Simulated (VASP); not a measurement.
Write the native input for VASP 6.6.1 that does the following.

```yaml
Task: relaxation of cell and atoms
Functional: r2SCAN
Potentials_or_basis: VASP PAW PBE potentials, release 64 (Co)
Cutoff: 600 eV
k_mesh: 5 × 5 × 5
Occupations: fermi-dirac, width 0.1 eV
Spin: collinear spin, ferromagnetic start
Starting_moments: "[2.5, 2.5, 2.5, 2.5, 2.5, 2.5] μB"
Dipole_correction: no
Further_INCAR_settings: ALGO = Normal; EDIFF = 1e-07; IBRION = 2; EDIFFG = -0.01; NSW = 80; ISIF = 3
```

Co:

```
CELL_PARAMETERS angstrom
0.00000 3.21737 3.21737
3.21737 0.00000 3.21737
3.21737 3.21737 0.00000
ATOMIC_POSITIONS crystal
Co 0.25000 0.25000 0.25000
Co 0.00000 0.00000 0.00000
Co 0.62500 0.62500 0.12500
Co 0.62500 0.12500 0.62500
Co 0.12500 0.62500 0.62500
Co 0.62500 0.62500 0.62500
```

This isn't the form of Co at room conditions, which is hcp.

The input as run:

POSCAR

```
Co
1.0
    0.0000000000      3.2173720000      3.2173720000
    3.2173720000      0.0000000000      3.2173720000
    3.2173720000      3.2173720000      0.0000000000
Co
6
Direct
    0.2500000000      0.2500000000      0.2500000000
    0.0000000000      0.0000000000      0.0000000000
    0.6250000000      0.6250000000      0.1250000000
    0.6250000000      0.1250000000      0.6250000000
    0.1250000000      0.6250000000      0.6250000000
    0.6250000000      0.6250000000      0.6250000000
```

INCAR.step1

```
SYSTEM = Co
PREC = Accurate
ENCUT = 600
ISMEAR = -1
SIGMA = 0.1
LREAL = .FALSE.
LASPH = .TRUE.
NELM = 150
ISPIN = 2
MAGMOM = 2.5 2.5 2.5 2.5 2.5 2.5
LMAXMIX = 4
GGA = PE
ALGO = Normal
EDIFF = 1E-4
LWAVE = .TRUE.
LCHARG = .FALSE.
```

INCAR.step2

```
SYSTEM = Co
PREC = Accurate
ENCUT = 600
EDIFF = 1E-7
ISMEAR = -1
SIGMA = 0.1
LREAL = .FALSE.
LASPH = .TRUE.
NELM = 150
ALGO = Normal
ISIF = 3
LWAVE = .FALSE.
LCHARG = .FALSE.
ISPIN = 2
MAGMOM = 2.5 2.5 2.5 2.5 2.5 2.5
LORBIT = 11
LMAXMIX = 4
METAGGA = R2SCAN
LMIXTAU = .TRUE.
IBRION = 2
NSW = 80
EDIFFG = -0.01
ISTART = 1
```

KPOINTS

```
Automatic mesh
0
G
  5 5 5
  0 0 0
```

Potentials or basis: VASP PAW PBE potentials, release 64 (Co).

The run is started by

```console
$ cat potpaw_PBE.64/Co/POTCAR > POTCAR
$ cp INCAR.step1 INCAR
$ mpirun -np 1 vasp_std > vasp.out
$ cp INCAR.step2 INCAR
$ mpirun -np 1 vasp_std > vasp.out
```

Results of the run:

```yaml
Relaxed_volume: 11.28 Å³/atom
Relaxed_cell: a = 4.575 Å, b = 4.575 Å, c = 4.575 Å, α = 60.00°, β = 60.00°, γ = 60.00°
Space_group_after_relaxing_to_0.1_Å: Fd-3m (No. 227)
Energy_gained_by_relaxing: 2.0 meV/atom
Ionic_steps: 3
Pressure_after_relaxing: 0.0 GPa
Net_moment: 11.36 μB per cell
Site_moments: Co +2.02, +1.92 (each value once) μB
Valence_electrons_inside_the_program's_atomic_spheres: Co 8.00, 8.43 (each value once)
```

Caveat: the PAW data sets were made with another functional, which shifts forces and pressure a little.

Wall time 12 min on 1 thread of Intel(R) Xeon(R) Platinum 8488C (Sapphire Rapids), with other jobs on the host, peak memory 0.29 GiB.
